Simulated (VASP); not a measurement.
The system is BaTlH5.

```xyz
7
Lattice="3.9880 0.0000 0.0000 0.0000 3.9880 0.0000 0.0000 0.0000 6.5021" Properties=species:S:1:pos:R:3 pbc="T T T"
Ba    0.0000    0.0000    0.0000
Tl    0.0000    0.0000    3.2510
H     1.9940    1.9940    0.0000
H     1.9940    0.0000    1.9811
H     0.0000    1.9940    1.9811
H     1.9940    0.0000    4.5209
H     0.0000    1.9940    4.5209
```

The cell was generated, and may not be a known phase.

* Program: VASP 6.6.1
* Task: relaxation of cell and atoms
* Functional: PBE
* Potentials or basis: VASP PAW PBE potentials, release 64 (Ba_sv, Tl_d, H)
* Cutoff: 600 eV
* k mesh: 10 × 10 × 6
* Occupations: gaussian, width 0.1 eV
* Spin: no spin polarisation

At the start: pressure -1.2 GPa; volume 14.77 Å³/atom.

Task: Where does the relaxation end?

Result: Over 9 steps the energy falls by 61.7 meV/atom and the volume is 13.84 Å³/atom (-6.3 %); space group P4/mmm (No. 123, to 0.1 Å) before and after.

The path:
| step | energy change (eV) | largest force (eV/Å) | pressure (GPa) | volume (Å³) |
| --- | --- | --- | --- | --- |
| 1 | 0.0000 | 0.0487 | -1.24 | 103.41 |
| 2 | -0.2232 | 0.1123 | -1.48 | 101.62 |
| 3 | -0.3886 | 0.2270 | -0.91 | 98.07 |
| 4 | -0.3886 | 0.2239 | -0.94 | 98.19 |
| 5 | -0.4066 | 0.1825 | -0.22 | 96.49 |
| 6 | -0.4140 | 0.1268 | 0.73 | 94.51 |
| 7 | -0.4237 | 0.0825 | 0.53 | 95.13 |
| 8 | -0.4312 | 0.0051 | 0.17 | 96.36 |
| 9 | -0.4322 | 0.0051 | -0.07 | 96.89 |

Final structure:
```xyz
7
Lattice="3.7195 0.0000 0.0000 0.0000 3.7195 0.0000 0.0000 0.0000 7.0031" Properties=species:S:1:pos:R:3 pbc="T T T"
Ba    3.7195    3.7195    0.0000
Tl    3.7195    3.7195    3.5016
H     1.8598    1.8598    0.0000
H     1.8598    0.0000    2.2249
H     0.0000    1.8598    2.2249
H     1.8598    0.0000    4.7783
H     0.0000    1.8598    4.7783
```
